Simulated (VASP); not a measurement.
# SrTlI3 (Pm-3m) in VASP: settings compared

The runs below take SrTlI3 through single point, with HSE06, PBE-based global hybrid.

Program: VASP 6.6.1. These are calculated values, not measurements. Logs are shortened: lines on timing, memory, paths and dates and some standing lists are left out, and cuts for length are marked.

**1. The cell of the first run**

It takes space group Pm-3m (No. 221, cubic). The conventional cell has a = 6.361 Å, b = 6.361 Å, c = 6.361 Å, α = 90.00°, β = 90.00°, γ = 90.00°. Within 5.9 Å of Tl (site symmetry m-3m) lie 12 I at 4.50 Å and 8 Sr at 5.51 Å. Sr (site symmetry m-3m) has 6 I at 3.18 Å within 4.2 Å. Within 4.2 Å of I (site symmetry 4/mmm) lie 2 Sr at 3.18 Å.

**2. Single point, HSE06**

POSCAR reads:

```
SrTlI3
1.0
    6.3606449253      0.0000000000      0.0000000000
    0.0000000000      6.3606449253      0.0000000000
    0.0000000000      0.0000000000      6.3606449253
Tl Sr I
1 1 3
Direct
    0.0000000000      0.0000000000      0.0000000000
    0.5000000000      0.5000000000      0.5000000000
    0.5000000000      0.5000000000      0.0000000000
    0.5000000000      0.0000000000      0.5000000000
    0.0000000000      0.5000000000      0.5000000000
```

INCAR.step1 reads:

```
ALGO = Normal
EDIFF = 1E-5
ENCUT = 520
GGA = PE
ISIF = 2
ISMEAR = 0
LASPH = T
LCHARG = F
LREAL = F
LWAVE = T
NBANDS = 30
NELM = 60
PREC = Accurate
SIGMA = 0.01
```

INCAR.step2 reads:

```
ALGO = Normal
EDIFF = 1E-6
ENCUT = 520
GGA = PE
HFSCREEN = 0.2079
ISIF = 2
ISMEAR = 0
ISTART = 1
LASPH = T
LCHARG = F
LHFCALC = T
LREAL = F
LWAVE = F
NBANDS = 30
NELM = 60
PREC = Accurate
PRECFOCK = Fast
SIGMA = 0.01
```

KPOINTS reads:

```
k-points
0
Gamma
  2 2 2
```

Potentials or basis: VASP PAW PBE potentials, release 64 (Tl_d, Sr_sv, I).

Command:

```bash
cat potpaw_PBE.64/Tl_d/POTCAR potpaw_PBE.64/Sr_sv/POTCAR potpaw_PBE.64/I/POTCAR > POTCAR
cp INCAR.step1 INCAR
mpirun -np 1 vasp_std > vasp.out
cp INCAR.step2 INCAR
mpirun -np 1 vasp_std > vasp.out
```

OUTCAR:

```text
EDIFF = 1E-6
   ENCUT = 520
   GGA = PE
   HFSCREEN = 0.2079
   ISIF = 2
   ISMEAR = 0
   ISTART = 1
   LASPH = T
   LHFCALC = T
   LREAL = F
   NELM = 60
   PREC = Accurate
   PRECFOCK = Fast

 ion  position               nearest neighbor table
   1  0.000  0.000  0.000-
   2  0.500  0.500  0.500-   3 3.18   4 3.18   5 3.18   3 3.18   4 3.18   5 3.18
   3  0.500  0.500  0.000-   2 3.18   2 3.18
   4  0.500  0.000  0.500-   2 3.18   2 3.18
   5  0.000  0.500  0.500-   2 3.18   2 3.18

  LATTYP: Found a simple cubic cell.
 ALAT       =     6.3606449253

  Lattice vectors:

 A1 = (   6.3606449253,   0.0000000000,   0.0000000000)
 A2 = (   0.0000000000,   6.3606449253,   0.0000000000)
 A3 = (   0.0000000000,   0.0000000000,   6.3606449253)

Analysis of symmetry for initial positions (statically):
=====================================================================
 Subroutine PRICEL returns:
 Original cell was already a primitive cell.

 Routine SETGRP: Setting up the symmetry group for a
 simple cubic supercell.

 Subroutine GETGRP returns: Found 48 space group operations
 (whereof 48 operations were pure point group operations)
 out of a pool of 48 trial point group operations.

The static configuration has the point symmetry O_h .

Analysis of symmetry for dynamics (positions and initial velocities):
=====================================================================
 Subroutine PRICEL returns:
 Original cell was already a primitive cell.

 Routine SETGRP: Setting up the symmetry group for a
 simple cubic supercell.

 Subroutine GETGRP returns: Found 48 space group operations
 (whereof 48 operations were pure point group operations)
 out of a pool of 48 trial point group operations.

The dynamic configuration has the point symmetry O_h .

 Subroutine INISYM returns: Found 48 space group operations
 (whereof 48 operations are pure point group operations),
 and found     1 'primitive' translations

----------------------------------------------------------------------------------------

                                     Primitive cell

  volume of cell :     257.3377

  direct lattice vectors                    reciprocal lattice vectors
     6.360644925  0.000000000  0.000000000     0.157216762  0.000000000  0.000000000
     0.000000000  6.360644925  0.000000000     0.000000000  0.157216762  0.000000000
     0.000000000  0.000000000  6.360644925     0.000000000  0.000000000  0.157216762

  length of vectors
     6.360644925  6.360644925  6.360644925     0.157216762  0.157216762  0.157216762

  position of ions in fractional coordinates (direct lattice)
     0.000000000  0.000000000  0.000000000
     0.500000000  0.500000000  0.500000000
     0.500000000  0.500000000  0.000000000
     0.500000000  0.000000000  0.500000000
     0.000000000  0.500000000  0.500000000

  ion indices of the primitive-cell ions
   primitive index   ion index
                 1           1
                 2           2
                 3           3
                 4           4
                 5           5

----------------------------------------------------------------------------------------

 KPOINTS: k-points

Automatic generation of k-mesh.
 Grid dimensions read from file:
 generate k-points for:    2    2    2

 Generating k-lattice:

  Cartesian coordinates                     Fractional coordinates (reciprocal lattice)
     0.078608381  0.000000000  0.000000000     0.500000000  0.000000000  0.000000000
     0.000000000  0.078608381  0.000000000     0.000000000  0.500000000  0.000000000
     0.000000000  0.000000000  0.078608381     0.000000000  0.000000000  0.500000000

  Length of vectors
     0.078608381  0.078608381  0.078608381

  Shift w.r.t. Gamma in fractional coordinates (k-lattice)
     0.000000000  0.000000000  0.000000000

 Subroutine IBZKPT returns following result:
 ===========================================

 Found      4 irreducible k-points:

 Following reciprocal coordinates:
            Coordinates               Weight
  0.000000  0.000000  0.000000      1.000000
  0.500000  0.000000  0.000000      3.000000
  0.500000  0.500000  0.000000      3.000000
  0.500000  0.500000  0.500000      1.000000
   k-points           NKPTS =      4   k-points in BZ     NKDIM =      8   number of bands    NBANDS=     30
   number of dos      NEDOS =    301   number of ions     NIONS =      5
   total plane-waves  NPLWV = 110592
   dimension x,y,z NGX =    48 NGY =   48 NGZ =   48
   dimension x,y,z NGXF=    96 NGYF=   96 NGZF=   96
   ions per type =               1   1   3
   NGX,Y,Z   is equivalent  to a cutoff of  12.55, 12.55, 12.55 a.u.
   NGXF,Y,Z  is equivalent  to a cutoff of  25.09, 25.09, 25.09 a.u.
 SYSTEM =  unknown system
   PREC   = accura    normal or accurate (medium, high low for compatibility)
   ISTART =      1    job   : 0-new  1-cont  2-samecut
   ICHARG =      0    charge: 1-file 2-atom 10-const
   ISPIN  =      1    spin polarized calculation?
   LNONCOLLINEAR =      F non collinear calculations
   LSORBIT =      F    spin-orbit coupling
   LASPH  =      T    aspherical Exc in radial PAW
   ENCUT  =  520.0 eV  38.22 Ry    6.18 a.u.  11.83 11.83 11.83*2*pi/ulx,y,z
   NELM   =     60;   NELMIN=  2; NELMDL=  0     # of ELM steps
   EDIFF  = 0.1E-05   stopping-criterion for ELM
   LREAL  =      F    real-space projection
   EDIFFG = 0.1E-04   stopping-criterion for IOM
   NSW    =      0    number of steps for IOM
   IBRION =     -1    ionic relax: 0-MD 1-quasi-New 2-CG
   NFREE  =      0    steps in history (QN), initial steepest desc. (CG)
   ISIF   =      2    stress and relaxation
   ISYM   =      3    0-nonsym 1-usesym 2-fastsym
   POTIM  = 0.5000    time-step for ionic-motion
   TEBEG  =    0.0;   TEEND  =   0.0 temperature during run
   PSTRESS=    0.0 pullay stress
   NELECT =      44.0000    total number of electrons
   NUPDOWN=      -1.0000    fix difference up-down
   EMIN   =  10.00;   EMAX   =-10.00  energy-range for DOS
   EFERMI =   0.00;   METHOD = LEGACY
   ISMEAR =     0;   SIGMA  =   0.01  broadening in eV -4-tet -1-fermi 0-gaus
   EFERMI_NEDOS =   21; number of points for ismear=-14 and -15
   IALGO  =     38    algorithm
   IMIX   =      1    mixing-type and parameters
     AMIX     =   0.40;   BMIX     =  1.00
     AMIX_MAG =   1.60;   BMIX_MAG =  1.00
  volume/ion in A,a.u.               =      51.47       347.32
  Fermi-wavevector in a.u.,A,eV,Ry     =   0.908639  1.717078 11.233301  0.825624
  Thomas-Fermi vector in A             =   2.032589
   LORBIT       =      0    0 simple, 1 ext, 2 COOP (PROOUT), +10 PAW based schemes
   GGA     = PE    functional components
   LHFCALC =     T    Hartree Fock is set to
   PRECFOCK=fast      Normal, Fast or Accurate (Low or Medium for compatibility)
   ENCUT4O =  -1.0   cutoff for four orbital integrals eV
   NKREDX  =     1    reduce k-point grid by
   NKREDY  =     1    reduce k-point grid by
   NKREDZ  =     1    reduce k-point grid by
   AEXX    =    0.2500 exact exchange contribution
   HFSCREEN=    0.2079 screening length (either q_TF or 0.3 A-1)
   HFSCREENC=   0.2079 screening length for correlation (either q_TF or 0.3 A-1)
   ENCUTFOCK=  -1.0 apply spherical cutoff to Coloumb kernel
   IVDW    =     0    specifies the selected vdW correction
   LEPSILON=     F    determine dielectric tensor
   LRPA    =     F    only Hartree local field effects (RPA)
 non-spin polarized calculation
 Gauss-broadening in eV      SIGMA  =   0.01
  energy-cutoff  :      520.00
  volume of cell :      257.34
 maximum number of plane-waves:      6968
 NGX is ok and might be reduce to    48
  NGX = 28; NGY = 28; NGZ = 28

 number of electron      44.0000007 magnetization

 Free energy of the ion-electron system (eV)
  ---------------------------------------------------
  ext. energy  EPLUGINS =         0.00000000
  ---------------------------------------------------
  free energy    TOTEN  =       -16.64624546 eV

  energy without entropy =      -16.64624546  energy(sigma->0) =      -16.64624546

 E-fermi :  -0.0242     XC(G=0):  -5.9962

 val. band max:       -0.1845871220   @ k =   0.5000   0.5000   0.5000
 cond. band min:       3.2387840551   @ k =   0.5000   0.0000   0.0000
 fundamental gap:      3.4233711772
 Fermi energy:        -0.0242134366

 k-point     1 :       0.0000    0.0000    0.0000
  band No.  band energies     occupation
      1     -36.4967      2.00000
      2     -17.2967      2.00000
      3     -17.2967      2.00000
      4     -17.2967      2.00000
      5     -12.4887      2.00000
      6     -12.4887      2.00000
[... 22 lines left out ...]
     29       5.5085      0.00000
     30       6.4898      0.00000

 k-point     2 :       0.5000    0.0000    0.0000
  band No.  band energies     occupation
      1     -36.4967      2.00000
      2     -17.3309      2.00000
      3     -17.2959      2.00000
      4     -17.2959      2.00000
      5     -12.4871      2.00000
      6     -12.4865      2.00000
[... 22 lines left out ...]
     29       6.4684      0.00000
     30       6.7699      0.00000

 k-point     3 :       0.5000    0.5000    0.0000
  band No.  band energies     occupation
      1     -36.4968      2.00000
      2     -17.3301      2.00000
      3     -17.3301      2.00000
      4     -17.2950      2.00000
      5     -12.4917      2.00000
      6     -12.4861      2.00000
[... 22 lines left out ...]
     29       7.2966      0.00000
     30       7.7885      0.00000

 k-point     4 :       0.5000    0.5000    0.5000
  band No.  band energies     occupation
      1     -36.4968      2.00000
      2     -17.3292      2.00000
      3     -17.3292      2.00000
      4     -17.3292      2.00000
      5     -12.4899      2.00000
      6     -12.4899      2.00000
[... 22 lines left out ...]
     29       7.4681      0.00000
     30       7.4681      0.00000

------------------------ aborting loop because EDIFF is reached ----------------------------------------

  FORCE on cell =-STRESS in cart. coord.  units (eV):
  Direction    XX          YY          ZZ          XY          YZ          ZX
  --------------------------------------------------------------------------------------
  -------------------------------------------------------------------------------------
  Total        0.5778224      0.5778224      0.5778224      0.0000000     -0.0000000      0.0000000
  in kB        3.5975056      3.5975056      3.5975056      0.0000000     -0.0000000      0.0000000
  external PRESSURE =       3.5975056 kB  Pullay stress =       0.0000000 kB

 VOLUME and BASIS-vectors are now :
 -----------------------------------------------------------------------------
  energy-cutoff  :      520.00
  volume of cell :      257.34
      direct lattice vectors                 reciprocal lattice vectors
     6.360644925  0.000000000  0.000000000     0.157216762  0.000000000  0.000000000
     0.000000000  6.360644925  0.000000000     0.000000000  0.157216762  0.000000000
     0.000000000  0.000000000  6.360644925     0.000000000  0.000000000  0.157216762

 POSITION                                       TOTAL-FORCE (eV/Angst)
 -----------------------------------------------------------------------------------
      0.00000      0.00000      0.00000         0.000000      0.000000      0.000000
      3.18032      3.18032      3.18032         0.000000      0.000000      0.000000
      3.18032      3.18032      0.00000         0.000000      0.000000      0.000000
      3.18032      0.00000      3.18032         0.000000      0.000000      0.000000
      0.00000      3.18032      3.18032         0.000000      0.000000      0.000000
 -----------------------------------------------------------------------------------
    total drift:                                0.000008      0.000004      0.000003

  FREE ENERGIE OF THE ION-ELECTRON SYSTEM (eV)
  ---------------------------------------------------
  free  energy   TOTEN  =       -16.6462454625 eV

  energy  without entropy=      -16.6462454625  energy(sigma->0) =      -16.64624546
```

It took 6.7 min on 1 thread of Oxide Virtual Turin-like, shared host; peak memory 0.43 GiB.

What came out:

```
Free energy            : -16.6462 eV
Pressure               : 0.4 GPa
Band gap on the k mesh : 3.42 eV, indirect (least direct gap 3.77 eV)
```

Levels at points of the mesh, in eV from the valence-band top:
```tsv
k point	band 20	band 21	band 22	band 23	band 24	band 25
(0.00, 0.00, 0.00)	-0.34	-0.34	-0.34	4.58	4.58	4.58
(0.50, 0.00, 0.00)	-0.68	-0.39	-0.39	3.42	4.19	4.19
(0.50, 0.50, 0.00)	-0.90	-0.90	-0.01	3.77	4.09	4.09
(0.50, 0.50, 0.50)	0.00	0.00	0.00	4.53	4.53	4.53
```

Caveat: the k points lie up to 0.49 Å⁻¹ apart; the PAW data sets were made with another functional, which shifts forces and pressure a little; spin-orbit coupling is left out, which moves the levels of the heavy elements. A k mesh can miss the band edges.

**3. Single point, HSE06**

POSCAR is that of step 2.

INCAR.step1 reads:

```
SYSTEM = SrTlI3
  PREC = Accurate
  ENCUT = 520
  EDIFF = 1E-5
  ISMEAR = 0
  SIGMA = 0.01
  LREAL = .False.
  LASPH = .True.
  NELM = 100
  ALGO = Normal
  ISIF = 2
  LWAVE = .True.
  LCHARG = .False.
  NBANDS = 30
  GGA = PE
```

INCAR.step2 reads:

```
SYSTEM = SrTlI3
  PREC = Accurate
  ENCUT = 520
  EDIFF = 1E-6
  ISMEAR = 0
  SIGMA = 0.01
  LREAL = .False.
  LASPH = .True.
  NELM = 100
  ALGO = Normal
  ISIF = 2
  LWAVE = .False.
  LCHARG = .False.
  GGA = PE
  LHFCALC = .True.
  HFSCREEN = 0.2079
  PRECFOCK = Fast
  NBANDS = 30
  ISTART = 1
```

KPOINTS reads:

```
regular mesh
0
Gamma
  2 2 2
  0 0 0
```

Potentials or basis: VASP PAW PBE potentials, release 64 (Tl_d, Sr_sv, I).

Command:

```bash
cat potpaw_PBE.64/Tl_d/POTCAR potpaw_PBE.64/Sr_sv/POTCAR potpaw_PBE.64/I/POTCAR > POTCAR
cp INCAR.step1 INCAR
mpirun -np 1 vasp_std > vasp.out
cp INCAR.step2 INCAR
mpirun -np 1 vasp_std > vasp.out
```

OUTCAR:

```text
SYSTEM = SrTlI3
   PREC = Accurate
   ENCUT = 520
   EDIFF = 1E-6
   ISMEAR = 0
   LREAL = .False.
   LASPH = .True.
   NELM = 100
   ISIF = 2
   GGA = PE
   LHFCALC = .True.
   HFSCREEN = 0.2079
   PRECFOCK = Fast
   ISTART = 1

 ion  position               nearest neighbor table
   1  0.000  0.000  0.000-
   2  0.500  0.500  0.500-   3 3.18   4 3.18   5 3.18   3 3.18   4 3.18   5 3.18
[... 322 lines left out ...]
  FORCE on cell =-STRESS in cart. coord.  units (eV):
  Direction    XX          YY          ZZ          XY          YZ          ZX
  --------------------------------------------------------------------------------------
  -------------------------------------------------------------------------------------
  Total        0.5778224      0.5778224      0.5778224      0.0000000     -0.0000000      0.0000000
  in kB        3.5975056      3.5975056      3.5975056      0.0000000     -0.0000000      0.0000000
  external PRESSURE =       3.5975056 kB  Pullay stress =       0.0000000 kB

 VOLUME and BASIS-vectors are now :
 -----------------------------------------------------------------------------
  energy-cutoff  :      520.00
  volume of cell :      257.34
      direct lattice vectors                 reciprocal lattice vectors
     6.360644925  0.000000000  0.000000000     0.157216762  0.000000000  0.000000000
     0.000000000  6.360644925  0.000000000     0.000000000  0.157216762  0.000000000
     0.000000000  0.000000000  6.360644925     0.000000000  0.000000000  0.157216762

 POSITION                                       TOTAL-FORCE (eV/Angst)
 -----------------------------------------------------------------------------------
      0.00000      0.00000      0.00000         0.000000      0.000000      0.000000
      3.18032      3.18032      3.18032         0.000000      0.000000      0.000000
      3.18032      3.18032      0.00000         0.000000      0.000000      0.000000
      3.18032      0.00000      3.18032         0.000000      0.000000      0.000000
      0.00000      3.18032      3.18032         0.000000      0.000000      0.000000
 -----------------------------------------------------------------------------------
    total drift:                                0.000008      0.000004      0.000003

  FREE ENERGIE OF THE ION-ELECTRON SYSTEM (eV)
  ---------------------------------------------------
  free  energy   TOTEN  =       -16.6462454625 eV

  energy  without entropy=      -16.6462454625  energy(sigma->0) =      -16.64624546
```

OUTCAR.step1:

```text
SYSTEM = SrTlI3
   PREC = Accurate
   ENCUT = 520
   EDIFF = 1E-5
   ISMEAR = 0
   LREAL = .False.
[... 343 lines left out ...]
      3.18032      3.18032      0.00000         0.000000      0.000000      0.000000
      3.18032      0.00000      3.18032         0.000000      0.000000      0.000000
      0.00000      3.18032      3.18032         0.000000      0.000000      0.000000
 -----------------------------------------------------------------------------------
    total drift:                               -0.000000     -0.000000     -0.000000

  FREE ENERGIE OF THE ION-ELECTRON SYSTEM (eV)
  ---------------------------------------------------
  free  energy   TOTEN  =       -14.1239036003 eV

  energy  without entropy=      -14.1239036003  energy(sigma->0) =      -14.12390360
```

It took 8.3 min on 1 thread of Oxide Virtual Turin-like, shared host; peak memory 0.43 GiB.

What came out:

```yaml
Free_energy: -16.6462 eV
Pressure: 0.4 GPa
Band_gap_on_the_k_mesh: 3.42 eV, indirect (least direct gap 3.77 eV)
```

Levels at points of the mesh, in eV from the valence-band top:
```
           k point  band 19  band 20  band 21  band 22  band 23  band 24  band 25  band 26
(0.00, 0.00, 0.00)    -0.57    -0.34    -0.34    -0.34     4.58     4.58     4.58     5.18
(0.50, 0.00, 0.00)    -0.83    -0.68    -0.39    -0.39     3.42     4.19     4.19     5.29
(0.50, 0.50, 0.00)    -0.97    -0.90    -0.90    -0.01     3.77     4.09     4.09     6.62
(0.50, 0.50, 0.50)    -1.43     0.00     0.00     0.00     4.53     4.53     4.53     6.75
```

Caveat: the k points lie up to 0.49 Å⁻¹ apart; the PAW data sets were made with another functional, which shifts forces and pressure a little; spin-orbit coupling is left out, which moves the levels of the heavy elements.

**4. Single point, PBE-based global hybrid**

POSCAR is that of step 3.

INCAR.step1 reads:

```
SYSTEM = SrTlI3
ALGO = Normal
EDIFF = 1E-5
ENCUT = 520
GGA = PE
ISIF = 2
ISMEAR = 0
LASPH = .True.
LREAL = .False.
LWAVE = .True.
NBANDS = 30
NELM = 100
PREC = Accurate
SIGMA = 0.01
```

INCAR.step2 reads:

```
SYSTEM = SrTlI3
AEXX = 0.05
ALGO = Normal
EDIFF = 1E-6
ENCUT = 520
GGA = PE
ISIF = 2
ISMEAR = 0
ISTART = 1
LASPH = .True.
LCHARG = .True.
LELF = .True.
LHFCALC = .True.
LREAL = .False.
LVHAR = .True.
LWAVE = .False.
NBANDS = 30
NELM = 100
PREC = Accurate
PRECFOCK = Fast
SIGMA = 0.01
```

KPOINTS reads:

```
k-points
0
Gamma
  2 2 2
  0 0 0
```

Command:

```bash
cat potpaw_PBE.64/Tl_d/POTCAR potpaw_PBE.64/Sr_sv/POTCAR potpaw_PBE.64/I/POTCAR > POTCAR
cp INCAR.step1 INCAR
mpirun -np 1 vasp_std > vasp.out
cp INCAR.step2 INCAR
mpirun -np 1 vasp_std > vasp.out
```

Run time: 5.1 min. Hardware: 1 thread of Oxide Virtual Turin-like, shared host; peak memory 0.32 GiB.

It converged, with:

| Property | Result |
| --- | --- |
| Free energy | -14.8946 eV |
| Pressure | 0.5 GPa |
| Band gap on the k mesh | 2.84 eV, indirect (least direct gap 3.17 eV) |

Levels at points of the mesh, in eV from the valence-band top:
| k point | band 19 | band 20 | band 21 | band 22 | band 23 | band 24 | band 25 | band 26 |
| --- | --- | --- | --- | --- | --- | --- | --- | --- |
| (0.00, 0.00, 0.00) | -0.54 | -0.32 | -0.32 | -0.32 | 3.91 | 3.91 | 3.91 | 4.50 |
| (0.50, 0.00, 0.00) | -0.80 | -0.64 | -0.36 | -0.36 | 2.84 | 3.56 | 3.56 | 4.59 |
| (0.50, 0.50, 0.00) | -0.94 | -0.86 | -0.86 | 0.00 | 3.16 | 3.48 | 3.48 | 5.83 |
| (0.50, 0.50, 0.50) | -1.38 | 0.00 | 0.00 | 0.00 | 3.87 | 3.87 | 3.87 | 6.13 |

Caveat: the k points lie up to 0.49 Å⁻¹ apart; the PAW data sets were made with another functional, which shifts forces and pressure a little; spin-orbit coupling is left out, which moves the levels of the heavy elements.
